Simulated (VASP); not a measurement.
Input of a VASP 6.6.1 run:

The input INCAR:

```
SYSTEM = Si2Ni
  ALGO = Normal
  EDIFF = 1E-6
  ENCUT = 520
  GGA = PS
  ISIF = 2
  ISMEAR = 0
  ISYM = 0
  LASPH = .True.
  LCHARG = .False.
  LREAL = .False.
  LWAVE = .False.
  NBANDS = 16
  NELM = 80
  PREC = Accurate
  SIGMA = 0.1
```

KPOINTS

```
k-points
0
Gamma
  9 9 13
  0 0 0
```

The input POSCAR:

```
Si2Ni
1.0
    3.8123023511      0.0000000000      0.0000000000
    0.0000000000      3.8123023511      0.0000000000
    1.9061511756      1.9061511756      2.6957048444
Si Ni
2 1
Direct
    0.2500000000      0.7500000000      0.5000000000
    0.7500000000      0.2500000000      0.5000000000
    0.0000000000      0.0000000000      0.0000000000
```

Potentials or basis: VASP PAW PBE potentials, release 64 (Si, Ni).

Run with:

```console
$ cat potpaw_PBE.64/Si/POTCAR potpaw_PBE.64/Ni/POTCAR > POTCAR
$ mpirun -np 1 vasp_std > vasp.out
```

Question: What does it give for the pressure?

Answer: 0.1 GPa.

Question: Predict the band gap on the k mesh.

Answer: Zero (band 9 reaches 12.21 eV, above the bottom of band 10 at 10.08 eV).

Caveat: the PAW data sets were made with another functional, which shifts forces and pressure a little. Spin polarisation is off, so any magnetic state and its effect on volume and gap are missing.
